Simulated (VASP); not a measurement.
# MoH5: single point with PBE

MoH5:

```
H Mo
1.0
     2.70043    0.00000    0.00000
     0.00000    2.70043    0.00000
     0.00000    0.00000    4.82581
H Mo
5 1
Direct
  0.50000 0.50000 0.41182
  0.50000 0.50000 0.58818
  0.00000 0.00000 0.30266
  0.00000 0.00000 0.69734
  0.00000 0.00000 0.50000
  0.50000 0.50000 0.00000
```

| Quantity | Value |
| --- | --- |
| Program | VASP 6.6.1 |
| Task | single point |
| Functional | PBE |
| Potentials or basis | VASP PAW PBE potentials, release 64 (H, Mo_sv) |
| Cutoff | 520 eV |
| k mesh | 6 × 6 × 4 |
| Occupations | gaussian, width 0.1 eV |
| Spin | no spin polarisation |
| Dipole correction | no |
| Further INCAR settings | ALGO = Normal; EDIFF = 1e-06; NBANDS = 18 |

The pressure is -0.1 GPa and the largest force is 0.019 eV/Å.

Forces on the atoms (eV/Å):
```
H    0.000  0.000  0.019
H    0.000  0.000 -0.019
H    0.000  0.000  0.000
H    0.000  0.000  0.000
H    0.000  0.000  0.000
Mo   0.000  0.000  0.000
```

Stress tensor (GPa, compression positive):
```
-0.14  0.00  0.00
 0.00 -0.14  0.00
 0.00  0.00  0.07
```

Levels at points of the mesh, in eV from the Fermi level:
```tsv
k point	band 6	band 7	band 8	band 9	band 10	band 11	band 12	band 13
(0.00, 0.00, 0.00)	-5.63	-5.06	-3.84	-1.38	1.20	1.20	1.61	2.82
(0.50, 0.00, 0.00)	-8.40	-5.43	-3.23	0.14	1.71	2.00	2.34	2.56
(0.50, 0.50, 0.00)	-6.90	-3.49	-2.13	-2.13	-1.05	2.84	3.12	3.12
(0.00, 0.00, 0.50)	-7.88	-3.83	-3.57	-2.34	1.13	1.13	2.82	4.56
(0.50, 0.00, 0.50)	-7.59	-3.86	-3.28	-2.11	-1.48	0.15	1.68	6.61
(0.50, 0.50, 0.50)	-6.06	-6.05	-2.48	-2.48	-0.90	2.29	4.73	5.74
```

It took 7.5 s on 1 thread of AMD EPYC 9R45 96-Core Processor (Zen 5), with other jobs on the host, peak memory 0.12 GiB.

Caveat: the k points lie up to 0.39 Å⁻¹ apart.
